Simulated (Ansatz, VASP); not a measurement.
## CdS: VASP beside Ansatz

POSCAR

```
CdS
1.0
    4.2611695877      0.0000000000      0.0000000000
   -2.1305847939      3.6902811128      0.0000000000
    0.0000000000      0.0000000000      5.8041729400
Cd S
1 1
Direct
    0.0000000000      0.0000000000      0.4426919200
    0.6666666667      0.3333333333      0.4343080800
```

The input INCAR.step1:

```
PREC     = Accurate       # precision mode
ENCUT    = 600            # plane-wave cutoff, eV
EDIFF    = 1E-5           # SCF threshold, eV
ISMEAR   = -1             # smearing method
SIGMA    = 0.05           # smearing width, eV
LREAL    = False          # projectors in reciprocal space
LASPH    = True           # aspherical terms in the spheres
NELM     = 80             # most SCF steps
ALGO     = Normal         # electronic algorithm
LWAVE    = True           # write WAVECAR
LCHARG   = False          # write CHGCAR
GGA      = PE             # functional
NBANDS   = 16             # bands
```

The input INCAR.step2:

```
PREC     = Accurate       # precision mode
ENCUT    = 600            # plane-wave cutoff, eV
EDIFF    = 1E-6           # SCF threshold, eV
ISMEAR   = -1             # smearing method
SIGMA    = 0.05           # smearing width, eV
LREAL    = False          # projectors in reciprocal space
LASPH    = True           # aspherical terms in the spheres
NELM     = 80             # most SCF steps
ALGO     = Normal         # electronic algorithm
ISIF     = 3              # what is computed and relaxed
LWAVE    = False          # write WAVECAR
LCHARG   = False          # write CHGCAR
GGA      = PE             # functional
LHFCALC  = True           # exact exchange
AEXX     = 1.0            # exact-exchange fraction
ALDAC    = 0.0          
AGGAC    = 0.0          
PRECFOCK = Normal       
IBRION   = 2              # ionic algorithm
NSW      = 60             # ionic steps
EDIFFG   = -0.01          # ionic threshold
ISTART   = 1
```

KPOINTS

```
Automatic mesh
0
Gamma
  4 4 3
```

The input input:

```
crystal:
  lattice:
    - [4.2611695877, 0.0, 0.0]
    - [-2.1305847939, 3.6902811128, 0.0]
    - [0.0, 0.0, 5.80417294]
  atoms:
    - { symbol: Cd, position: [0.0, 0.0, 0.44269192] }
    - { symbol: S, position: [0.6666666667, 0.3333333333, 0.43430808] }
hamiltonian:
  xc: hf
  pseudopotentials: { kind: paw }
kpoints:
  mp_grid: { grid: [4, 4, 3] }
scf:
  occupations: { method: fermi_dirac, width: 0.05 }
output:
  forces: true
  stress: true
  eigenvalues: true
relax:
  f_tol: 0.01
  max_steps: 40
  cell: { stress_tol: 0.05 }
```

Alike in both runs: task relaxation of cell and atoms; functional HF; k mesh 4 × 4 × 3; occupations fermi-dirac, width 0.05 eV; no spin polarisation.

```csv
,VASP,Ansatz
version,VASP 6.6.1,Ansatz 0.2.0
potentials or method,"VASP PAW PBE potentials, release 64 (Cd, S)",Ansatz PAW
plane-wave cutoff (eV),600,420
valence electrons in the cell,18,26
```

|  | VASP | Ansatz | Ansatz less VASP |
| --- | --- | --- | --- |
| gap on the k mesh at the Fermi level, each at its own relaxed structure (eV) | 8.33 | 8.39 | +0.061 |
| relaxed volume (Å³/atom) | 45.72 | 64.08 | +18.369 |
| relaxed cell length with the largest relative difference (Å) | 5.662 | 7.909 | +2.2479 |

VASP's potentials were made for PBE, not for HF. One of these differences is far larger than is usual between the two programs; its cause wasn't traced. VASP's potentials hold 18 valence electrons a cell and Ansatz's 26, so a difference there can come from the potentials and not from the codes.

The k mesh is coarse, so the values compare programs but aren't converged. Noted on Ansatz's run: the volume moved by over 15 % at a fixed basis, so the end points are rough; odd divisions of the mesh miss points on the zone boundary, where band edges often lie, so the gap on the mesh can be too wide; the plane-wave basis is chosen anew once the cell has moved, so the energies of steps on either side of that aren't comparable.
